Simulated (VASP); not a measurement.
Set up this calculation in VASP 6.6.1, as the native input.

- Task: single point
- Functional: PBE
- Potentials or basis: VASP PAW PBE potentials, release 64 (Sn_d, O)
- Cutoff: 520 eV
- k mesh: 5 × 5 × 4
- Occupations: gaussian, width 0.01 eV
- Spin: no spin polarisation
- Dipole correction: no
- Further INCAR settings: ALGO = Normal; EDIFF = 1e-06; NBANDS = 28

The structure of SnO (Romarchite) lies in POSCAR:

```
SnO
1.0
    3.7986000000      0.0000000000      0.0000000000
    0.0000000000      3.7986000000      0.0000000000
    0.0000000000      0.0000000000      4.8408000000
Sn O
2 2
Direct
    0.5000000000      0.0000000000      0.2369000000
    0.0000000000      0.5000000000      0.7631000000
    0.0000000000      0.0000000000      0.0000000000
    0.5000000000      0.5000000000      0.0000000000
```

The input as run:

INCAR

```
SYSTEM = SnO
PREC = Accurate
ENCUT = 520
EDIFF = 1E-6
ISMEAR = 0
SIGMA = 0.01
LREAL = .FALSE.
LASPH = .TRUE.
NELM = 80
ALGO = Normal
ISIF = 2
LWAVE = .FALSE.
LCHARG = .FALSE.
GGA = PE
NBANDS = 28
```

KPOINTS

```
regular mesh
0
G
  5 5 4
  0 0 0
```

Potentials or basis: VASP PAW PBE potentials, release 64 (Sn_d, O).

Command:

```console
$ cat potpaw_PBE.64/Sn_d/POTCAR potpaw_PBE.64/O/POTCAR > POTCAR
$ mpirun -np 1 vasp_std > vasp.out
```

Results of the run:

```yaml
Pressure: 5.1 GPa
Largest_force: 0.580 eV/Å
Band_gap_on_the_k_mesh: 0.49 eV, indirect (least direct gap 2.09 eV)
```

Caveat: spin-orbit coupling is left out, which moves the levels of the heavy elements.

Wall time 33 s on 1 thread of Intel(R) Xeon(R) Platinum 8259CL CPU @ 2.50GHz (Skylake/Cascade Lake), with other jobs on the host, peak memory 0.18 GiB.
